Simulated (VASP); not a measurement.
# NbTe (Pm-3m) in VASP: further runs

Runs on NbTe. Level: PBE. Tasks: single point.

Program: VASP 6.6.1. These are calculated values, not measurements. Logs are shortened: lines on timing, memory, paths and dates and some standing lists are left out, and cuts for length are marked.

## (1) The cell of the first run

Symmetry: Pm-3m, No. 221, cubic system. The conventional cell has a = 3.426 Å, b = 3.426 Å, c = 3.426 Å, α = 90.00°, β = 90.00°, γ = 90.00°. Nb (site symmetry m-3m) has 8 Te at 2.97 Å and 6 Nb at 3.43 Å within 3.9 Å. Within 3.9 Å of Te (site symmetry m-3m) lie 8 Nb at 2.97 Å and 6 Te at 3.43 Å.

## (2) Single point, PBE

File INCAR:

```
SYSTEM = NbTe
PREC = Accurate
ENCUT = 520
EDIFF = 1E-7
ISMEAR = -1
SIGMA = 0.05
LREAL = .FALSE.
LASPH = .TRUE.
NELM = 60
ALGO = Normal
ISIF = 2
LWAVE = .FALSE.
LCHARG = .FALSE.
GGA = PE
NBANDS = 16
```

File KPOINTS:

```
Automatic mesh
0
G
  8 8 8
  0 0 0
```

File POSCAR:

```
NbTe
1.0
    3.4257000000      0.0000000000      0.0000000000
    0.0000000000      3.4257000000      0.0000000000
    0.0000000000      0.0000000000      3.4257000000
Nb Te
1 1
Direct
    0.5000000000      0.5000000000      0.5000000000
    0.0000000000      0.0000000000      0.0000000000
```

Potentials or basis: VASP PAW PBE potentials, release 64 (Nb_sv, Te).

Started as:

```bash
cat potpaw_PBE.64/Nb_sv/POTCAR potpaw_PBE.64/Te/POTCAR > POTCAR
mpirun -np 1 vasp_std > vasp.out
```

OUTCAR:

```text
SYSTEM = NbTe
   PREC = Accurate
   ENCUT = 520
   EDIFF = 1E-7
   ISMEAR = -1
   LREAL = .FALSE.
   LASPH = .TRUE.
   NELM = 60
   ISIF = 2
   GGA = PE

 ion  position               nearest neighbor table
   1  0.500  0.500  0.500-   2 2.97   2 2.97   2 2.97   2 2.97   2 2.97   2 2.97   2 2.97   2 2.97

   2  0.000  0.000  0.000-   1 2.97   1 2.97   1 2.97   1 2.97   1 2.97   1 2.97   1 2.97   1 2.97

  LATTYP: Found a simple cubic cell.
 ALAT       =     3.4257000000

  Lattice vectors:

 A1 = (   3.4257000000,   0.0000000000,   0.0000000000)
 A2 = (   0.0000000000,   3.4257000000,   0.0000000000)
 A3 = (   0.0000000000,   0.0000000000,   3.4257000000)

Analysis of symmetry for initial positions (statically):
=====================================================================
 Subroutine PRICEL returns:
 Original cell was already a primitive cell.

 Routine SETGRP: Setting up the symmetry group for a
 simple cubic supercell.

 Subroutine GETGRP returns: Found 48 space group operations
 (whereof 48 operations were pure point group operations)
 out of a pool of 48 trial point group operations.

The static configuration has the point symmetry O_h .

Analysis of symmetry for dynamics (positions and initial velocities):
=====================================================================
 Subroutine PRICEL returns:
 Original cell was already a primitive cell.

 Routine SETGRP: Setting up the symmetry group for a
 simple cubic supercell.

 Subroutine GETGRP returns: Found 48 space group operations
 (whereof 48 operations were pure point group operations)
 out of a pool of 48 trial point group operations.

The dynamic configuration has the point symmetry O_h .

 Subroutine INISYM returns: Found 48 space group operations
 (whereof 48 operations are pure point group operations),
 and found     1 'primitive' translations

----------------------------------------------------------------------------------------

                                     Primitive cell

  volume of cell :      40.2020

  direct lattice vectors                    reciprocal lattice vectors
     3.425700000  0.000000000  0.000000000     0.291911142  0.000000000  0.000000000
     0.000000000  3.425700000  0.000000000     0.000000000  0.291911142  0.000000000
     0.000000000  0.000000000  3.425700000     0.000000000  0.000000000  0.291911142

  length of vectors
     3.425700000  3.425700000  3.425700000     0.291911142  0.291911142  0.291911142

  position of ions in fractional coordinates (direct lattice)
     0.500000000  0.500000000  0.500000000
     0.000000000  0.000000000  0.000000000

  ion indices of the primitive-cell ions
   primitive index   ion index
                 1           1
                 2           2

----------------------------------------------------------------------------------------

 KPOINTS: Automatic mesh

Automatic generation of k-mesh.
 Grid dimensions read from file:
 generate k-points for:    8    8    8

 Generating k-lattice:

  Cartesian coordinates                     Fractional coordinates (reciprocal lattice)
     0.036488893  0.000000000  0.000000000     0.125000000  0.000000000  0.000000000
     0.000000000  0.036488893  0.000000000     0.000000000  0.125000000  0.000000000
     0.000000000  0.000000000  0.036488893     0.000000000  0.000000000  0.125000000

  Length of vectors
     0.036488893  0.036488893  0.036488893

  Shift w.r.t. Gamma in fractional coordinates (k-lattice)
     0.000000000  0.000000000  0.000000000

 Subroutine IBZKPT returns following result:
 ===========================================

 Found     35 irreducible k-points:

 Following reciprocal coordinates:
            Coordinates               Weight
  0.000000  0.000000  0.000000      1.000000
  0.125000  0.000000  0.000000      6.000000
  0.250000  0.000000  0.000000      6.000000
  0.375000  0.000000  0.000000      6.000000
  0.500000  0.000000  0.000000      3.000000
  0.125000  0.125000  0.000000     12.000000
[... 16 lines left out ...]
  0.375000  0.375000  0.125000     24.000000
  0.500000  0.375000  0.125000     24.000000
 [... further k-points ...]
   k-points           NKPTS =     35   k-points in BZ     NKDIM =     35   number of bands    NBANDS=     16
   number of dos      NEDOS =    301   number of ions     NIONS =      2
   total plane-waves  NPLWV =  21952
   dimension x,y,z NGX =    28 NGY =   28 NGZ =   28
   dimension x,y,z NGXF=    56 NGYF=   56 NGZF=   56
   ions per type =               1   1
   NGX,Y,Z   is equivalent  to a cutoff of  13.59, 13.59, 13.59 a.u.
   NGXF,Y,Z  is equivalent  to a cutoff of  27.18, 27.18, 27.18 a.u.
 SYSTEM =  NbTe
   PREC   = accura    normal or accurate (medium, high low for compatibility)
   ISTART =      0    job   : 0-new  1-cont  2-samecut
   ICHARG =      2    charge: 1-file 2-atom 10-const
   ISPIN  =      1    spin polarized calculation?
   LNONCOLLINEAR =      F non collinear calculations
   LSORBIT =      F    spin-orbit coupling
   LASPH  =      T    aspherical Exc in radial PAW
   ENCUT  =  520.0 eV  38.22 Ry    6.18 a.u.   6.37  6.37  6.37*2*pi/ulx,y,z
   NELM   =     60;   NELMIN=  2; NELMDL= -5     # of ELM steps
   EDIFF  = 0.1E-06   stopping-criterion for ELM
   LREAL  =      F    real-space projection
   EDIFFG = 0.1E-05   stopping-criterion for IOM
   NSW    =      0    number of steps for IOM
   IBRION =     -1    ionic relax: 0-MD 1-quasi-New 2-CG
   NFREE  =      0    steps in history (QN), initial steepest desc. (CG)
   ISIF   =      2    stress and relaxation
   ISYM   =      2    0-nonsym 1-usesym 2-fastsym
   POTIM  = 0.5000    time-step for ionic-motion
   TEBEG  =    0.0;   TEEND  =   0.0 temperature during run
   PSTRESS=    0.0 pullay stress
   NELECT =      19.0000    total number of electrons
   NUPDOWN=      -1.0000    fix difference up-down
   EMIN   =  10.00;   EMAX   =-10.00  energy-range for DOS
   EFERMI =   0.00;   METHOD = LEGACY
   ISMEAR =    -1;   SIGMA  =   0.05  broadening in eV -4-tet -1-fermi 0-gaus
   EFERMI_NEDOS =   21; number of points for ismear=-14 and -15
   IALGO  =     38    algorithm
   IMIX   =      4    mixing-type and parameters
     AMIX     =   0.40;   BMIX     =  1.00
     AMIX_MAG =   1.60;   BMIX_MAG =  1.00
  volume/ion in A,a.u.               =      20.10       135.65
[... 37 lines left out ...]
      3     -19.2204      2.00000
      4     -19.2204      2.00000
      5      -2.3064      2.00000
      6       9.4095      2.00000
[... 8 lines left out ...]
     15      20.2344      0.00000
     16      20.2344      0.00000

 k-point     2 :       0.1250    0.0000    0.0000
  band No.  band energies     occupation
      1     -43.2069      2.00000
      2     -19.2501      2.00000
      3     -19.2173      2.00000
      4     -19.2173      2.00000
      5      -2.1202      2.00000
      6       8.4521      2.00000
[... 8 lines left out ...]
     15      19.4396      0.00000
     16      20.7812      0.00000

 k-point     3 :       0.2500    0.0000    0.0000
  band No.  band energies     occupation
      1     -43.2025      2.00000
      2     -19.3211      2.00000
      3     -19.2098      2.00000
      4     -19.2098      2.00000
      5      -1.6048      2.00000
      6       6.5956      2.00000
[... 8 lines left out ...]
     15      18.0734      0.00000
     16      22.4560      0.00000

 k-point     4 :       0.3750    0.0000    0.0000
  band No.  band energies     occupation
      1     -43.1981      2.00000
      2     -19.3911      2.00000
      3     -19.2024      2.00000
      4     -19.2024      2.00000
      5      -0.9337      2.00000
      6       4.9589      2.00000
[... 8 lines left out ...]
     15      17.7367      0.00000
     16      20.4918      0.00000

 k-point     5 :       0.5000    0.0000    0.0000
  band No.  band energies     occupation
      1     -43.1963      2.00000
      2     -19.4199      2.00000
      3     -19.1993      2.00000
      4     -19.1993      2.00000
      5      -0.5673      2.00000
      6       4.2545      2.00000
[... 8 lines left out ...]
     15      17.4960      0.00000
     16      19.4004      0.00000

 k-point     6 :       0.1250    0.1250    0.0000
  band No.  band energies     occupation
      1     -43.2050      2.00000
      2     -19.2488      2.00000
      3     -19.2446      2.00000
      4     -19.2144      2.00000
      5      -1.9430      2.00000
      6       8.5247      2.00000
[... 8 lines left out ...]
     15      19.5783      0.00000
     16      20.5597      0.00000

 k-point     7 :       0.2500    0.1250    0.0000
  band No.  band energies     occupation
      1     -43.2007      2.00000
      2     -19.3171      2.00000
      3     -19.2384      2.00000
      4     -19.2072      2.00000
      5      -1.4553      2.00000
      6       6.7133      2.00000
[... 8 lines left out ...]
     15      19.1386      0.00000
     16      21.0919      0.00000

 k-point     8 :       0.3750    0.1250    0.0000
  band No.  band energies     occupation
      1     -43.1963      2.00000
      2     -19.3863      2.00000
      3     -19.2303      2.00000
      4     -19.2001      2.00000
      5      -0.8292      2.00000
      6       5.1500      2.00000
[... 8 lines left out ...]
     15      18.9507      0.00000
     16      19.3215      0.00000

 k-point     9 :       0.5000    0.1250    0.0000
  band No.  band energies     occupation
      1     -43.1945      2.00000
      2     -19.4148      2.00000
      3     -19.2269      2.00000
      4     -19.1971      2.00000
      5      -0.4945      2.00000
      6       4.4876      2.00000
[... 8 lines left out ...]
     15      17.7126      0.00000
     16      19.2574      0.00000
[... 172 lines left out ...]
 k-point    19 :       0.5000    0.1250    0.1250
  band No.  band energies     occupation
      1     -43.1927      2.00000
      2     -19.4098      2.00000
      3     -19.2265      2.00000
      4     -19.2222      2.00000
      5      -0.4105      2.00000
      6       4.6989      2.00000
[... 8 lines left out ...]
     15      18.6598      0.00000
     16      19.2156      0.00000

 k-point    20 :       0.2500    0.2500    0.1250
  band No.  band energies     occupation
      1     -43.1945      2.00000
      2     -19.3077      2.00000
      3     -19.2992      2.00000
      4     -19.2282      2.00000
      5      -0.9167      2.00000
      6       6.9612      2.00000
[... 8 lines left out ...]
     15      20.2067      0.00000
     16      21.0041      0.00000

 k-point    21 :       0.3750    0.2500    0.1250
  band No.  band energies     occupation
      1     -43.1902      2.00000
      2     -19.3704      2.00000
      3     -19.2937      2.00000
      4     -19.2212      2.00000
      5      -0.4327      2.00000
      6       5.8076      2.00000
[... 8 lines left out ...]
     15      19.7749      0.00000
     16      20.0344      0.00000

 k-point    22 :       0.5000    0.2500    0.1250
  band No.  band energies     occupation
      1     -43.1884      2.00000
      2     -19.3977      2.00000
      3     -19.2898      2.00000
      4     -19.2182      2.00000
      5      -0.1885      2.00000
      6       5.2712      2.00000
[... 8 lines left out ...]
     15      19.0014      0.00000
     16      19.9691      0.00000

 k-point    23 :       0.3750    0.3750    0.1250
  band No.  band energies     occupation
      1     -43.1859      2.00000
      2     -19.3609      2.00000
      3     -19.3568      2.00000
      4     -19.2149      2.00000
      5      -0.0931      2.00000
      6       6.2227      2.00000
[... 8 lines left out ...]
     15      19.7248      0.00000
     16      20.7995      0.00000

 k-point    24 :       0.5000    0.3750    0.1250
  band No.  band energies     occupation
      1     -43.1841      2.00000
      2     -19.3856      2.00000
      3     -19.3541      2.00000
      4     -19.2123      2.00000
      5       0.0693      2.00000
      6       5.9924      2.00000
[... 8 lines left out ...]
     15      19.5853      0.00000
     16      20.3473      0.00000

 [... further k-points ...]

------------------------ aborting loop because EDIFF is reached ----------------------------------------

  FORCE on cell =-STRESS in cart. coord.  units (eV):
  Direction    XX          YY          ZZ          XY          YZ          ZX
  --------------------------------------------------------------------------------------
  -------------------------------------------------------------------------------------
  Total       -0.0447512     -0.0447512     -0.0447512      0.0000000      0.0000000     -0.0000000
  in kB       -1.7834768     -1.7834768     -1.7834768      0.0000000      0.0000000     -0.0000000
  external PRESSURE =      -1.7834768 kB  Pullay stress =       0.0000000 kB

 VOLUME and BASIS-vectors are now :
 -----------------------------------------------------------------------------
  energy-cutoff  :      520.00
  volume of cell :       40.20
      direct lattice vectors                 reciprocal lattice vectors
     3.425700000  0.000000000  0.000000000     0.291911142  0.000000000  0.000000000
     0.000000000  3.425700000  0.000000000     0.000000000  0.291911142  0.000000000
     0.000000000  0.000000000  3.425700000     0.000000000  0.000000000  0.291911142

 POSITION                                       TOTAL-FORCE (eV/Angst)
 -----------------------------------------------------------------------------------
      1.71285      1.71285      1.71285         0.000000      0.000000      0.000000
      0.00000      0.00000      0.00000         0.000000      0.000000      0.000000
 -----------------------------------------------------------------------------------
    total drift:                                0.000000      0.000000      0.000000

  FREE ENERGIE OF THE ION-ELECTRON SYSTEM (eV)
  ---------------------------------------------------
  free  energy   TOTEN  =       -13.4962940470 eV

  energy  without entropy=      -13.4750857638  energy(sigma->0) =      -13.48568991
```

Run time: 36 s. Hardware: 1 thread of AMD EPYC 7R43 (Zen 3), shared host; peak memory 0.13 GiB.

Results:

```yaml
Free_energy: -13.4963 eV
Pressure: -0.2 GPa
```

Caveat: spin-orbit coupling is left out, which moves the levels of the heavy elements.

## (3) Single point, PBE

This run uses another cell than the first one, of 20.91 Å³/atom, 1.040 times its volume.

File INCAR:

```
PREC     = Accurate       # precision mode
ENCUT    = 520            # plane-wave cutoff, eV
EDIFF    = 1E-6           # SCF threshold, eV
ISMEAR   = -1             # smearing method
SIGMA    = 0.05           # smearing width, eV
LREAL    = False          # projectors in reciprocal space
LASPH    = True           # aspherical terms in the spheres
NELM     = 80             # most SCF steps
ALGO     = Normal         # electronic algorithm
ISIF     = 2              # what is computed and relaxed
LWAVE    = False          # write WAVECAR
LCHARG   = False          # write CHGCAR
GGA      = PE             # functional
NBANDS   = 16             # bands
```

File KPOINTS:

```
Automatic mesh
0
Gamma
  8 8 8
```

File POSCAR:

```
NbTe
1.0
    3.4707801697      0.0000000000      0.0000000000
    0.0000000000      3.4707801697      0.0000000000
    0.0000000000      0.0000000000      3.4707801697
Nb Te
1 1
Direct
    0.5000000000      0.5000000000      0.5000000000
    0.0000000000      0.0000000000      0.0000000000
```

Potentials or basis: VASP PAW PBE potentials, release 64 (Nb_sv, Te).

Started as:

```bash
cat potpaw_PBE.64/Nb_sv/POTCAR potpaw_PBE.64/Te/POTCAR > POTCAR
mpirun -np 1 vasp_std > vasp.out
```

Run time: 29 s. Hardware: 1 thread of AMD EPYC 7R43 (Zen 3), shared host; peak memory 0.13 GiB.

Results (log left out):

- Free energy: -13.4705 eV
- Pressure: -4.8 GPa

Levels at points of the mesh, in eV from the Fermi level:
| k point | band 8 | band 9 | band 10 | band 11 | band 12 | band 13 |
| --- | --- | --- | --- | --- | --- | --- |
| (0.00, 0.00, 0.00) | -1.25 | -1.25 | -1.25 | 0.97 | 0.97 | 0.97 |
| (0.50, 0.00, 0.00) | -2.73 | -1.81 | 1.12 | 2.11 | 4.45 | 4.45 |
| (0.50, 0.50, 0.00) | -2.53 | -0.35 | -0.35 | 0.48 | 1.02 | 2.32 |
| (0.50, 0.50, 0.50) | -6.20 | 1.98 | 1.98 | 1.98 | 2.42 | 2.42 |

Caveat: spin-orbit coupling is left out, which moves the levels of the heavy elements.

## (4) Single point, PBE

This run uses another cell than the first one, of 20.50 Å³/atom, 1.020 times its volume.

File INCAR:

```
ALGO = Normal ; EDIFF = 1E-7
ENCUT = 520 ; GGA = PE
ISIF = 2 ; ISMEAR = -1
LASPH = True ; LCHARG = False
LREAL = False ; LWAVE = False
NBANDS = 16 ; NELM = 100
PREC = Accurate ; SIGMA = 0.05
```

File KPOINTS:

```
k-points
0
Gamma
  8 8 8
```

File POSCAR:

```
NbTe
1.0
    3.4483874161      0.0000000000      0.0000000000
    0.0000000000      3.4483874161      0.0000000000
    0.0000000000      0.0000000000      3.4483874161
Nb Te
1 1
Direct
    0.5000000000      0.5000000000      0.5000000000
    0.0000000000      0.0000000000      0.0000000000
```

Started as:

```bash
cat potpaw_PBE.64/Nb_sv/POTCAR potpaw_PBE.64/Te/POTCAR > POTCAR
mpirun -np 1 vasp_std > vasp.out
```

Wall time 32 s (1 thread of AMD EPYC 7R43 (Zen 3), shared host); peak memory 0.13 GiB.

The run converged. Its results:

* Free energy: -13.4893 eV
* Pressure: -2.7 GPa

Levels at points of the mesh, in eV from the Fermi level:
```csv
k point,band 6,band 7,band 8,band 9,band 10,band 11,band 12,band 13,band 14,band 15
"(0.00, 0.00, 0.00)",-2.60,-2.60,-1.24,-1.24,-1.24,1.00,1.00,1.00,3.32,8.06
"(0.50, 0.00, 0.00)",-7.71,-2.78,-2.78,-1.87,1.15,2.18,4.52,4.60,4.60,5.27
"(0.50, 0.50, 0.00)",-5.49,-5.49,-2.58,-0.37,-0.37,0.53,1.10,2.39,3.91,8.26
"(0.50, 0.50, 0.50)",-6.32,-6.32,-6.32,2.00,2.00,2.00,2.50,2.50,4.65,4.65
```

Caveat: spin-orbit coupling is left out, which moves the levels of the heavy elements.

## (5) Single point, PBE

This run uses another cell than the first one, of 21.31 Å³/atom, 1.060 times its volume.

File INCAR:

```
SYSTEM = NbTe
ALGO     = Normal         ! electronic algorithm
EDIFF    = 1E-6           ! SCF threshold, eV
ENCUT    = 520            ! plane-wave cutoff, eV
GGA      = PE             ! functional
ISIF     = 2              ! what is computed and relaxed
ISMEAR   = -1             ! smearing method
LASPH    = .TRUE.         ! aspherical terms in the spheres
LCHARG   = .FALSE.        ! write CHGCAR
LREAL    = .FALSE.        ! projectors in reciprocal space
LWAVE    = .FALSE.        ! write WAVECAR
NBANDS   = 16             ! bands
NELM     = 80             ! most SCF steps
PREC     = Accurate       ! precision mode
SIGMA    = 0.05           ! smearing width, eV
```

File KPOINTS:

```
k-points
0
G
  8 8 8
  0 0 0
```

File POSCAR:

```
NbTe
1.0
    3.4928876458      0.0000000000      0.0000000000
    0.0000000000      3.4928876458      0.0000000000
    0.0000000000      0.0000000000      3.4928876458
Nb Te
1 1
Direct
    0.5000000000      0.5000000000      0.5000000000
    0.0000000000      0.0000000000      0.0000000000
```

Started as:

```bash
cat potpaw_PBE.64/Nb_sv/POTCAR potpaw_PBE.64/Te/POTCAR > POTCAR
mpirun -np 1 vasp_std > vasp.out
```

Wall time 27 s (1 thread of AMD EPYC 7R43 (Zen 3), shared host); peak memory 0.13 GiB.

Results (log left out):

| Item | Value |
| --- | --- |
| Free energy | -13.4413 eV |
| Pressure | -6.8 GPa |

Levels at points of the mesh, in eV from the Fermi level:
| k point | band 7 | band 8 | band 9 | band 10 | band 11 | band 12 | band 13 | band 14 |
| --- | --- | --- | --- | --- | --- | --- | --- | --- |
| (0.00, 0.00, 0.00) | -2.46 | -1.26 | -1.26 | -1.26 | 0.94 | 0.94 | 0.94 | 2.91 |
| (0.50, 0.00, 0.00) | -2.69 | -2.69 | -1.76 | 1.09 | 2.04 | 4.31 | 4.31 | 4.57 |
| (0.50, 0.50, 0.00) | -5.34 | -2.47 | -0.34 | -0.34 | 0.43 | 0.94 | 2.25 | 3.69 |
| (0.50, 0.50, 0.50) | -6.09 | -6.09 | 1.95 | 1.95 | 1.95 | 2.34 | 2.34 | 4.38 |

Caveat: spin-orbit coupling is left out, which moves the levels of the heavy elements.

## (6) Summary

| cell | gap on the mesh (eV) | pressure (GPa) |
| --- | --- | --- |
| a = 3.426 Å, 2 atoms | none | -0.2 |
| a = 3.471 Å, 2 atoms | none | -4.8 |
| a = 3.448 Å, 2 atoms | none | -2.7 |
| a = 3.493 Å, 2 atoms | none | -6.8 |

Alike in all rows: task single point; level PBE; potentials or basis VASP PAW PBE potentials, release 64 (Nb_sv, Te); no spin polarisation; k mesh 8 × 8 × 8; cutoff (eV) 520; smearing fermi-dirac 0.05 eV.

Caveats: spin-orbit coupling is left out, which moves the levels of the heavy elements.

Absolute energies hang on the potentials; compare differences alone.
